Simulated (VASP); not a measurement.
Wanted: the native input for a VASP 6.6.1 run.

```yaml
Task: single point
Functional: LDA
Potentials_or_basis: VASP PAW LDA potentials, release 64 (Mo_sv, S)
Cutoff: 520 eV
k_mesh: 10 × 10 × 5
Occupations: gaussian, width 0.15 eV
Spin: no spin polarisation
Dipole_correction: no
Further_INCAR_settings: ALGO = Normal; EDIFF = 1e-07; NBANDS = 20
```

The structure of MoS2 lies in POSCAR:

```
MoS2
1.0
    3.2274650000      0.0000000000      0.0000000000
   -1.6137320000      2.7950660000      0.0000000000
    0.0000000000      0.0000000000      6.3124730000
Mo S
1 2
Direct
    0.0000000000      0.0000000000      0.5000000000
    0.3333333333      0.6666666667      0.2553190000
    0.6666666667      0.3333333333      0.7446810000
```

These files were run (other wordings do the same):

INCAR

```
SYSTEM = MoS2
PREC = Accurate
ENCUT = 520
EDIFF = 1E-7
ISMEAR = 0
SIGMA = 0.15
LREAL = .FALSE.
LASPH = .TRUE.
NELM = 80
ALGO = Normal
ISIF = 2
LWAVE = .FALSE.
LCHARG = .FALSE.
NBANDS = 20
```

KPOINTS

```
Automatic mesh
0
G
  10 10 5
  0 0 0
```

Potentials or basis: VASP PAW LDA potentials, release 64 (Mo_sv, S).

The run is started by

```bash
$ cat potpaw_LDA.64/Mo_sv/POTCAR potpaw_LDA.64/S/POTCAR > POTCAR
$ mpirun -np 1 vasp_std > vasp.out
```

Results of the run:

- Pressure: -5.8 GPa
- Largest force: 0.142 eV/Å
- Band gap on the k mesh: zero (band 13 reaches 7.16 eV, above the bottom of band 14 at 6.41 eV)

Wall time 18 s on 1 thread of Intel(R) Xeon(R) 6975P-C (Granite Rapids), on a shared host, peak memory 0.18 GiB.
